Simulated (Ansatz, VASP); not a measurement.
## Two plane-wave programs on Te

Contents of INCAR:

```
PREC = Accurate ; ENCUT = 520
EDIFF = 1E-6 ; ISMEAR = -1
SIGMA = 0.05 ; LREAL = False
LASPH = True ; NELM = 100
ALGO = Normal ; ISIF = 2
LWAVE = False ; LCHARG = False
GGA = PS ; NBANDS = 16
```

File KPOINTS:

```
regular mesh
0
Gamma
  8 8 5
```

File POSCAR:

```
Te
1.0
    4.2169604805      0.0000000000      0.0000000000
   -2.1084802402      3.6519949029      0.0000000000
    0.0000000000      0.0000000000      5.7693991562
Te
3
Direct
    0.2833121363      0.0000000000      0.3333333333
    0.0000000000      0.2833121363      0.6666666667
    0.7166878637      0.7166878637      1.0000000000
```

Input for Ansatz:

```yaml
crystal:
  lattice:
    - [4.2169604403, 0.0, 0.0]
    - [-2.1084802202, 3.6519948681, 0.0]
    - [0.0, 0.0, 5.7693991436]
  atoms:
    - { symbol: Te, position: [0.2833121449, 0.0, 0.3333333333] }
    - { symbol: Te, position: [0.0, 0.2833121449, 0.6666666667] }
    - { symbol: Te, position: [0.7166878551, 0.7166878551, 1.0] }
hamiltonian:
  xc: pbesol
  pseudopotentials:
    kind: paw
    azcp:
      Te: "pseudopotentials/Te.paw.azcp"
basis:
  ecutwfc: 420
  fft_grid_basis: typed
kpoints:
  mp_grid: { grid: [8, 8, 5], shift: [0, 0, 0] }
magnetization:
  spin_polarized: false
scf:
  occupations: { method: fermi_dirac, width: 0.05 }
output:
  stress: true
```

Alike in both runs: task single point; functional PBEsol; k mesh 8 × 8 × 5; occupations fermi-dirac, width 0.05 eV; no spin polarisation.

|  | VASP | Ansatz |
| --- | --- | --- |
| version | VASP 6.6.1 | Ansatz 0.2.0 |
| potentials or method | VASP PAW PBE potentials, release 64 (Te), cutoff 520 eV | plane waves (420 eV) with PAW, scalar-relativistic |
| valence electrons in the cell | 18 | 48 |

Ansatz gave:

```
pressure (GPa)                                                : 5.4
traceless stress, the component that is largest in VASP (GPa) : 1.60
```

Task: Which values does VASP return?

Result: Pressure (GPa): 5.6; traceless stress, the component that is largest in VASP (GPa): 1.67.

VASP's potentials were made for PBE, not for PBEsol, and Ansatz warns of the same on its side. VASP's potentials hold 18 valence electrons a cell and Ansatz's 48, so a difference there can come from the potentials and not from the codes.

Neither program's run includes spin-orbit coupling.
